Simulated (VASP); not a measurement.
# Pt in VASP: relaxation of the atoms with LDA

Aim: the relaxation of the atoms of Pt with LDA.

Program: VASP 6.6.1. These are calculated values, not measurements. Logs are shortened: lines on timing, memory, paths and dates and some standing lists are left out, and cuts for length are marked.

## 1. The cell of the first run

The cell holds a slab with vacuum, 5 atoms: a = 2.753 Å, b = 2.753 Å, c = 24.993 Å, α = 90.00°, β = 90.00°, γ = 120.00°.

## 2. Relaxation of the atoms, LDA

INCAR reads:

```
ALGO     = Normal         # electronic algorithm
DIPOL    = 0.5 0.5 0.500
EDIFF    = 1E-6           # SCF threshold, eV
EDIFFG   = -0.01          # ionic threshold
ENCUT    = 520            # plane-wave cutoff, eV
IBRION   = 2              # ionic algorithm
IDIPOL   = 3            
ISIF     = 2              # what is computed and relaxed
ISMEAR   = -1             # smearing method
KPAR     = 4            
LASPH    = True           # aspherical terms in the spheres
LCHARG   = False          # write CHGCAR
LDIPOL   = True         
LREAL    = False          # projectors in reciprocal space
LWAVE    = False          # write WAVECAR
NELM     = 60             # most SCF steps
NSW      = 32             # ionic steps
PREC     = Accurate       # precision mode
SIGMA    = 0.05           # smearing width, eV
```

KPOINTS reads:

```
k-points
0
Gamma
  17 17 1
```

POSCAR reads:

```
Pt
1.0
    2.7534029158      0.0000000000      0.0000000000
   -1.3767014579      2.3845168720      0.0000000000
    0.0000000000      0.0000000000     24.9926000000
Pt
5
Direct
    0.8333333333      0.1666666667      0.3206051011
    0.1666666667      0.8333333333      0.4110132440
    0.5000000000      0.5000000000      0.5000000003
    0.8333333333      0.1666666667      0.5889867576
    0.1666666667      0.8333333333      0.6793948970
```

Potentials or basis: VASP PAW LDA potentials, release 64 (Pt).

The run is started by

```bash
cat potpaw_LDA.64/Pt/POTCAR > POTCAR
mpirun -np 4 vasp_std > vasp.out
```

OUTCAR:

```text
EDIFF = 1E-6
   EDIFFG = -0.01
   ENCUT = 520
   IBRION = 2
   ISIF = 2
   ISMEAR = -1
   LASPH = True
   LREAL = False
   NELM = 60
   NSW = 32
   PREC = Accurate

 ion  position               nearest neighbor table
   1  0.833  0.167  0.321-   2 2.76   2 2.76   2 2.76
   2  0.167  0.833  0.411-   3 2.73   3 2.73   3 2.73   1 2.76   1 2.76   1 2.76
   3  0.500  0.500  0.500-   2 2.73   2 2.73   2 2.73   4 2.73   4 2.73   4 2.73
   4  0.833  0.167  0.589-   3 2.73   3 2.73   3 2.73   5 2.76   5 2.76   5 2.76
   5  0.167  0.833  0.679-   4 2.76   4 2.76   4 2.76

  LATTYP: Found a hexagonal cell.
 ALAT       =     2.7534029158
 C/A-ratio  =     9.0769861020

  Lattice vectors:

 A1 = (   2.7534029158,   0.0000000000,   0.0000000000)
 A2 = (  -1.3767014579,   2.3845168720,   0.0000000000)
 A3 = (   0.0000000000,   0.0000000000,  24.9926000000)

Analysis of symmetry for initial positions (statically):
=====================================================================
 Subroutine PRICEL returns:
 Original cell was already a primitive cell.

 Routine SETGRP: Setting up the symmetry group for a
 hexagonal supercell.

 Subroutine GETGRP returns: Found 12 space group operations
 (whereof  4 operations were pure point group operations)
 out of a pool of 24 trial point group operations.

The static configuration has the point symmetry C_2h.
 The point group associated with its full space group is D_3d.

Analysis of symmetry for dynamics (positions and initial velocities):
=====================================================================
 Subroutine PRICEL returns:
 Original cell was already a primitive cell.

 Routine SETGRP: Setting up the symmetry group for a
 hexagonal supercell.

 Subroutine GETGRP returns: Found 12 space group operations
 (whereof  4 operations were pure point group operations)
 out of a pool of 24 trial point group operations.

The dynamic configuration has the point symmetry C_2h.
 The point group associated with its full space group is D_3d.

 Subroutine INISYM returns: Found 12 space group operations
 (whereof  4 operations are pure point group operations),
 and found     1 'primitive' translations

----------------------------------------------------------------------------------------

                                     Primitive cell

  volume of cell :     164.0898

  direct lattice vectors                    reciprocal lattice vectors
     2.753402916  0.000000000  0.000000000     0.363186947  0.209686082  0.000000000
    -1.376701458  2.384516872  0.000000000     0.000000000  0.419372164  0.000000000
     0.000000000  0.000000000 24.992600000     0.000000000  0.000000000  0.040011844

  length of vectors
     2.753402916  2.753402916 24.992600000     0.419372164  0.419372164  0.040011844

  position of ions in fractional coordinates (direct lattice)
     0.833333333  0.166666667  0.320605101
     0.166666667  0.833333333  0.411013244
     0.500000000  0.500000000  0.500000000
     0.833333333  0.166666667  0.588986758
     0.166666667  0.833333333  0.679394897

  ion indices of the primitive-cell ions
   primitive index   ion index
                 1           1
                 2           2
                 3           3
                 4           4
                 5           5

----------------------------------------------------------------------------------------

 KPOINTS: k-points

Automatic generation of k-mesh.
 Grid dimensions read from file:
 generate k-points for:   17   17    1

 Generating k-lattice:

  Cartesian coordinates                     Fractional coordinates (reciprocal lattice)
     0.021363938  0.012334475  0.000000000     0.058823529  0.000000000  0.000000000
     0.000000000  0.024668951  0.000000000     0.000000000  0.058823529  0.000000000
     0.000000000  0.000000000  0.040011844     0.000000000  0.000000000  1.000000000

  Length of vectors
     0.024668951  0.024668951  0.040011844

  Shift w.r.t. Gamma in fractional coordinates (k-lattice)
     0.000000000  0.000000000  0.000000000

 Subroutine IBZKPT returns following result:
 ===========================================

 Found     33 irreducible k-points:

 Following reciprocal coordinates:
            Coordinates               Weight
  0.000000  0.000000  0.000000      1.000000
  0.058824  0.000000  0.000000      6.000000
  0.117647  0.000000  0.000000      6.000000
  0.176471  0.000000  0.000000      6.000000
  0.235294  0.000000  0.000000      6.000000
  0.294118  0.000000  0.000000      6.000000
[... 16 lines left out ...]
  0.411765  0.117647  0.000000     12.000000
  0.176471  0.176471  0.000000      6.000000
 [... further k-points ...]
   k-points           NKPTS =     33   k-points in BZ     NKDIM =     33   number of bands    NBANDS=     30
   number of dos      NEDOS =    301   number of ions     NIONS =      5
   total plane-waves  NPLWV =  76800
   dimension x,y,z NGX =    20 NGY =   20 NGZ =  192
   dimension x,y,z NGXF=    40 NGYF=   40 NGZF=  384
   ions per type =               5
   NGX,Y,Z   is equivalent  to a cutoff of  12.08, 12.08, 12.77 a.u.
   NGXF,Y,Z  is equivalent  to a cutoff of  24.15, 24.15, 25.54 a.u.
 SYSTEM =  unknown system
   PREC   = accura    normal or accurate (medium, high low for compatibility)
   ISTART =      0    job   : 0-new  1-cont  2-samecut
   ICHARG =      2    charge: 1-file 2-atom 10-const
   ISPIN  =      1    spin polarized calculation?
   LNONCOLLINEAR =      F non collinear calculations
   LSORBIT =      F    spin-orbit coupling
   LASPH  =      T    aspherical Exc in radial PAW
   ENCUT  =  520.0 eV  38.22 Ry    6.18 a.u.   5.12  5.12 46.47*2*pi/ulx,y,z
   NELM   =     60;   NELMIN=  2; NELMDL= -5     # of ELM steps
   EDIFF  = 0.1E-05   stopping-criterion for ELM
   LREAL  =      F    real-space projection
   EDIFFG = -.1E-01   stopping-criterion for IOM
   NSW    =     32    number of steps for IOM
   IBRION =      2    ionic relax: 0-MD 1-quasi-New 2-CG
   NFREE  =      1    steps in history (QN), initial steepest desc. (CG)
   ISIF   =      2    stress and relaxation
   ISYM   =      2    0-nonsym 1-usesym 2-fastsym
   POTIM  = 0.5000    time-step for ionic-motion
   TEBEG  =    0.0;   TEEND  =   0.0 temperature during run
   PSTRESS=    0.0 pullay stress
   NELECT =      50.0000    total number of electrons
   NUPDOWN=      -1.0000    fix difference up-down
   EMIN   =  10.00;   EMAX   =-10.00  energy-range for DOS
   EFERMI =   0.00;   METHOD = LEGACY
   ISMEAR =    -1;   SIGMA  =   0.05  broadening in eV -4-tet -1-fermi 0-gaus
   EFERMI_NEDOS =   21; number of points for ismear=-14 and -15
   IALGO  =     38    algorithm
   IMIX   =      4    mixing-type and parameters
     AMIX     =   0.40;   BMIX     =  1.00
     AMIX_MAG =   1.60;   BMIX_MAG =  1.00
  volume/ion in A,a.u.               =      32.82       221.47
  Fermi-wavevector in a.u.,A,eV,Ry     =   1.101635  2.081788 16.512019  1.213599
  Thomas-Fermi vector in A             =   2.238065
   LORBIT       =      0    0 simple, 1 ext, 2 COOP (PROOUT), +10 PAW based schemes
   GGA     = CA    functional components
   LHFCALC =     F    Hartree Fock is set to
   AEXX    =    0.0000 exact exchange contribution
   IVDW    =     0    specifies the selected vdW correction
   LEPSILON=     F    determine dielectric tensor
   LRPA    =     F    only Hartree local field effects (RPA)
 conjugate gradient relaxation of ions
 non-spin polarized calculation
  energy-cutoff  :      520.00
  volume of cell :      164.09
 maximum number of plane-waves:      4449
   NGX = 11   NGY = 11   NGZ = 93

 dipolmoment           0.000000      0.000000      0.000000 electrons x Angstroem

--------------------------------------- Ionic step        1  -------------------------------------------

 number of electron      49.9999998 magnetization

 Free energy of the ion-electron system (eV)
  ---------------------------------------------------
  ext. energy  EPLUGINS =         0.00000000
  ---------------------------------------------------
  free energy    TOTEN  =       -35.93362192 eV

  energy without entropy =      -35.84982071  energy(sigma->0) =      -35.89172131

------------------------ aborting loop because EDIFF is reached ----------------------------------------

  FORCE on cell =-STRESS in cart. coord.  units (eV):
  Direction    XX          YY          ZZ          XY          YZ          ZX
  --------------------------------------------------------------------------------------
  -------------------------------------------------------------------------------------
  Total       -4.1798931     -4.1798931      0.2611454      0.0000000      0.0000000      0.0000000
  in kB      -40.8125897    -40.8125897      2.5498308      0.0000000      0.0000000      0.0000000
  external PRESSURE =     -26.3584495 kB  Pullay stress =       0.0000000 kB
[... 141 lines left out ...]
  energy  without entropy=      -35.8496668581  energy(sigma->0) =      -35.89180343

--------------------------------------- Ionic step        5  -------------------------------------------

 number of electron      49.9999998 magnetization

 dipolmoment           0.000000      0.000000     -0.000000 electrons x Angstroem

 Free energy of the ion-electron system (eV)
  ---------------------------------------------------
  ext. energy  EPLUGINS =         0.00000000
  ---------------------------------------------------
  free energy    TOTEN  =       -35.93398527 eV

  energy without entropy =      -35.84984292  energy(sigma->0) =      -35.89191410

 E-fermi :   1.8256     XC(G=0):  -6.9700

 val. band max:        1.8225090303   @ k =   0.2941   0.1765   0.0000
 cond. band min:       1.8264343214   @ k =   0.4706   0.0000   0.0000
 fundamental gap:      0.0039252912
 Fermi energy:         1.8255917406

 k-point     1 :       0.0000    0.0000    0.0000
  band No.  band energies     occupation
      1      -8.3171      2.00000
      2      -7.2339      2.00000
      3      -6.1687      2.00000
      4      -5.5471      2.00000
      5      -5.4700      2.00000
      6      -2.2910      2.00000
[... 781 lines left out ...]
     29       3.6320      0.00000
     30       5.5574      0.00000

 [... further k-points ...]

------------------------ aborting loop because EDIFF is reached ----------------------------------------

 vacuum level on the upper side and lower side of the slab       (xc-potential included)        -0.052        -0.052

  FORCE on cell =-STRESS in cart. coord.  units (eV):
  Direction    XX          YY          ZZ          XY          YZ          ZX
  --------------------------------------------------------------------------------------
  -------------------------------------------------------------------------------------
  Total       -4.3850613     -4.3850613     -0.0517303      0.0000000     -0.0000000     -0.0000000
  in kB      -42.8158577    -42.8158577     -0.5050963      0.0000000     -0.0000000     -0.0000000
  external PRESSURE =     -28.7122706 kB  Pullay stress =       0.0000000 kB

 VOLUME and BASIS-vectors are now :
 -----------------------------------------------------------------------------
  energy-cutoff  :      520.00
  volume of cell :      164.09
      direct lattice vectors                 reciprocal lattice vectors
     2.753402916  0.000000000  0.000000000     0.363186947  0.209686082  0.000000000
    -1.376701458  2.384516872  0.000000000     0.000000000  0.419372164  0.000000000
     0.000000000  0.000000000 24.992600000     0.000000000  0.000000000  0.040011844
[... 11 lines left out ...]
  FREE ENERGIE OF THE ION-ELECTRON SYSTEM (eV)
  ---------------------------------------------------
  free  energy   TOTEN  =       -35.9339852742 eV

  energy  without entropy=      -35.8498429183  energy(sigma->0) =      -35.89191410

 reached required accuracy - stopping structural energy minimisation

 vacuum level on the upper side and lower side of the slab         7.837         7.837
```

Wall time 3 min (4 MPI ranks of Intel Xeon Platinum 8259CL at 2.50GHz (Skylake/Cascade Lake), shared host); peak memory 0.29 GiB.

What came out:

- Free energy: -35.9340 eV
- Energy gained by relaxing: 0.1 meV/atom
- Ionic steps: 5
- Largest force after relaxing: 0.008 eV/Å
- Band gap on the k mesh: zero (bands 25 and 26 overlap by 1.58 eV)

Forces on the atoms (eV/Å):
```
Pt   0.000  0.000  0.002
Pt   0.000  0.000 -0.008
Pt   0.000  0.000  0.000
Pt   0.000  0.000  0.008
Pt   0.000  0.000 -0.002
```

The path:
```csv
step,energy change (eV),largest force (eV/Å),pressure (GPa)
1,0.0000,0.0278,-2.64
2,-0.0001,0.0234,-2.67
3,-0.0003,0.0105,-2.77
4,-0.0003,0.0162,-2.97
5,-0.0004,0.0078,-2.87
```

Final structure:
```yaml
crystal:
  lattice:
    - [2.75340, 0.00000, 0.00000]
    - [-1.37670, 2.38452, 0.00000]
    - [0.00000, 0.00000, 24.99260]
  atoms:
    - { symbol: Pt, position: [0.83333, 0.16667, 0.32022] }
    - { symbol: Pt, position: [0.16667, 0.83333, 0.41080] }
    - { symbol: Pt, position: [0.50000, 0.50000, 0.50000] }
    - { symbol: Pt, position: [0.83333, 0.16667, 0.58920] }
    - { symbol: Pt, position: [0.16667, 0.83333, 0.67978] }
```

Caveat: the highest band is partly filled, so the run has too few bands; spin-orbit coupling is left out, which moves the levels of the heavy elements.
